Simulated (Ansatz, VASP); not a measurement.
**One calculation of LiCl, two programs**

The input INCAR:

```
SYSTEM = LiCl
PREC = Accurate
ENCUT = 600
EDIFF = 1E-6
ISMEAR = 0
SIGMA = 0.02
LREAL = .FALSE.
LASPH = .TRUE.
NELM = 60
ALGO = Normal
ISIF = 3
LWAVE = .FALSE.
LCHARG = .FALSE.
GGA = PS
IBRION = 2
NSW = 65
EDIFFG = -0.01
```

Contents of KPOINTS:

```
regular mesh
0
G
  9 9 2
  0 0 0
```

Contents of POSCAR:

```
LiCl
1.0
    3.8814384449      0.0000000000      0.0000000000
   -1.9407192225      3.3614242965      0.0000000000
    0.0000000000      0.0000000000     15.4460742648
Li Cl
5 5
Direct
    0.0000000000      0.0000000000      0.0000000000
    0.3333333333      0.6666666667      0.2000000000
    0.6666666667      0.3333333333      0.4000000000
    0.0000000000      0.0000000000      0.6000000000
    0.3333333333      0.6666666667      0.8000000000
    0.0000000000      0.0000000000      0.1500000000
    0.3333333333      0.6666666667      0.3500000000
    0.6666666667      0.3333333333      0.5500000000
    0.0000000000      0.0000000000      0.7500000000
    0.3333333333      0.6666666667      0.9500000000
```

Input for Ansatz:

```yaml
crystal:
  lattice:
    - [3.8814384449, 0.0, 0.0]
    - [-1.9407192225, 3.3614242965, 0.0]
    - [0.0, 0.0, 15.4460742648]
  atoms:
    - { symbol: Li, position: [0.0, 0.0, 0.0] }
    - { symbol: Cl, position: [0.0, 0.0, 0.15] }
    - { symbol: Li, position: [0.3333333333, 0.6666666667, 0.2] }
    - { symbol: Cl, position: [0.3333333333, 0.6666666667, 0.35] }
    - { symbol: Li, position: [0.6666666667, 0.3333333333, 0.4] }
    - { symbol: Cl, position: [0.6666666667, 0.3333333333, 0.55] }
    - { symbol: Li, position: [0.0, 0.0, 0.6] }
    - { symbol: Cl, position: [0.0, 0.0, 0.75] }
    - { symbol: Li, position: [0.3333333333, 0.6666666667, 0.8] }
    - { symbol: Cl, position: [0.3333333333, 0.6666666667, 0.95] }
basis:
  ecutwfc: 420
kpoints:
  mp_grid: { grid: [9, 9, 2] }
hamiltonian:
  xc: pbesol
scf:
  occupations: { method: gaussian, width: 0.02 }
output:
  forces: true
  stress: true
  eigenvalues: true
  populations: true
relax:
  adjacent_minimum: "off"
  f_tol: 0.01
  max_steps: 45
  cell: { stress_tol: 0.05 }
```

Alike in both runs: task relaxation of cell and atoms; functional PBEsol; k mesh 9 × 9 × 2; occupations gaussian, width 0.02 eV; no spin polarisation.

|  | VASP | Ansatz |
| --- | --- | --- |
| version | VASP 6.6.1 | Ansatz 0.2.0 |
| potentials or method | VASP PAW PBE potentials, release 64 (Li_sv, Cl), cutoff 600 eV | scalar-relativistic, plane waves, PAW |
| valence electrons in the cell | 50 | 50 |

VASP gave:

```
gap on the k mesh at the Fermi level, each at its own relaxed structure (eV) : 5.87
relaxed volume (Å³/atom)                                                     : 20.10
```

**Question.** Estimate Ansatz's values.

**Answer.** gap on the k mesh at the Fermi level, each at its own relaxed structure (eV): 5.86; relaxed volume (Å³/atom): 20.15.

VASP's potentials were made for PBE, not for PBEsol.

Noted on VASP's run: the cutoff is under 1.25 times that of the potentials, so the pressure is a little rough.
